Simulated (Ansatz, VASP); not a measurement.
# One calculation of W, two programs

```xyz
8
Lattice="4.9792 0.0000 0.0000 0.0000 4.9792 0.0000 0.0000 0.0000 4.9792" Properties=species:S:1:pos:R:3 pbc="T T T"
W     0.0000    0.0000    0.0000
W     2.4896    2.4896    2.4896
W     0.0000    2.4896    1.2448
W     0.0000    2.4896    3.7344
W     1.2448    0.0000    2.4896
W     3.7344    0.0000    2.4896
W     2.4896    3.7344    0.0000
W     2.4896    1.2448    0.0000
```

Change from the starting cell: volume scaled by 0.94, ions relaxed.

Alike in both runs: functional PBE; k mesh 9 × 9 × 9; occupations fermi-dirac, width 0.05 eV; no spin polarisation.

Ansatz relaxed the structure, and its values are those at the end. VASP's run is a single point on that final structure, the one shown.

|  | VASP | Ansatz |
| --- | --- | --- |
| version | VASP 6.6.1 | Ansatz 0.2.0 |
| potentials or method | VASP PAW PBE potentials, release 64 (W_sv) | plane-wave PAW, scalar-relativistic |
| plane-wave cutoff (eV) | 520 | 420 |
| valence electrons in the cell | 112 | 112 |

Ansatz gave:

- pressure (GPa): 20.2

Question: Which values does VASP return?

Answer: Pressure (GPa): 21.1.

Ansatz's warnings: stress scf threshold loose.

Neither program's run includes spin-orbit coupling.
